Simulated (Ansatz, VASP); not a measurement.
**Al2Te2O in VASP and in Ansatz**

```
CELL_PARAMETERS angstrom
4.51621 0.00000 0.00000
-2.25811 3.91115 0.00000
0.00000 0.00000 7.30129
ATOMIC_POSITIONS crystal
Al 0.00000 0.00000 0.81000
Al 0.00000 0.00000 0.19000
Te 0.33333 0.66667 0.00000
Te 0.66667 0.33333 0.00000
O 0.00000 0.00000 0.00000
```

Alike in both runs: task single point; functional PBE; k mesh 6 × 6 × 4; occupations gaussian, width 0.1 eV; no spin polarisation.

```csv
,VASP,Ansatz
version,VASP 6.6.1,Ansatz 0.2.0
potentials or method,"VASP PAW PBE potentials, release 64 (Al, Te, O), cutoff 520 eV","scalar-relativistic, plane waves, PAW"
valence electrons in the cell,24,44
```

VASP gave:

* gap on the k mesh at the Fermi level (eV): none
* rms of the force components (eV/Å): 8.474

Problem. Estimate Ansatz's values.

Solution. gap on the k mesh at the Fermi level (eV): none; rms of the force components (eV/Å): 8.487.

Atom by atom the forces differ by 0.013 eV/Å (rms over components). A gap of «none» marks a metal or a gap that the smearing closes. With one functional, cell and mesh, what is left measures potentials, basis and numerics. VASP's potentials hold 24 valence electrons a cell and Ansatz's 44, so a difference there can come from the potentials and not from the codes.

Spin-orbit coupling is off throughout.
